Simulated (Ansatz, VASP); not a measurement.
Y4I in VASP and in Ansatz

```
CELL_PARAMETERS angstrom
4.72165 -4.78681 0.00000
4.72165 4.78681 0.00000
0.00000 0.00000 3.84741
ATOMIC_POSITIONS crystal
Y 0.73996 0.26004 0.50000
Y 0.26004 0.73996 0.50000
Y 0.31747 0.31747 0.00000
Y 0.68253 0.68253 0.00000
I 0.00000 0.00000 0.00000
```

Change from the starting cell: species swapped into the OsCl4 type (Cmmm, No. 65).

Alike in both runs: functional PBE; k mesh 6 × 6 × 10; occupations gaussian, width 0.1 eV; no spin polarisation.

Ansatz relaxed the structure, and its values are those at the end. VASP's run is a single point on that final structure, the one shown.

```csv
,VASP,Ansatz
version,VASP 6.6.1,Ansatz 0.2.0
potentials or method,"VASP PAW PBE potentials, release 64 (Y_sv, I), cutoff 520 eV","scalar-relativistic, plane waves, PAW"
valence electrons in the cell,51,61
```

|  | VASP | Ansatz | Ansatz less VASP |
| --- | --- | --- | --- |
| gap on the k mesh at the Fermi level (eV) | none | none | - |
| pressure (GPa) | -0.1 | 0.0 | +0.05 |

A gap of «none» marks a metal or a gap that the smearing closes. VASP's potentials hold 51 valence electrons a cell and Ansatz's 61, so a difference there can come from the potentials and not from the codes.

Spin-orbit coupling is off throughout.
